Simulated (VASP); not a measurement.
Crystal: MgF2.

```
Mg F
1.0
     4.43009    0.00000    0.00000
     0.00000    4.43028    0.00000
     0.00000    0.00000    3.13804
Mg F
2 4
Cartesian
  2.2150 2.2151 1.5690
  0.0000 0.0000 0.0000
  3.5639 0.8659 1.5690
  0.8662 3.5644 1.5690
  1.3489 1.3493 0.0000
  3.0812 3.0810 0.0000
```

This cell differs from its parent crystal: epitaxial xy strain -4.2%.

Base run:

```yaml
Program: VASP 6.6.1
Functional: r2SCAN
Potentials_or_basis: VASP PAW PBE potentials, release 64 (Mg, F)
Cutoff: 660 eV
k_mesh: 6 × 6 × 8
Occupations: gaussian, width 0.01 eV
Spin: no spin polarisation
```

Its results: band gap on the k mesh 8.32 eV; pressure 4.7 GPa; largest force 0.013 eV/Å.

Question: The run is repeated on the same cell with these changes: functional from r2SCAN to HSE06; cutoff from 660 eV to 520 eV; k mesh from 6 × 6 × 8 to 4 × 4 × 6. What comes out?

Answer: Band gap on the k mesh 9.70 eV; pressure 7.0 GPa; largest force 0.009 eV/Å.

Several settings changed at once.

Caveats: the cell stands under pressure; the PAW data sets were made with another functional, which shifts forces and pressure a little.

A k mesh can miss the band edges.
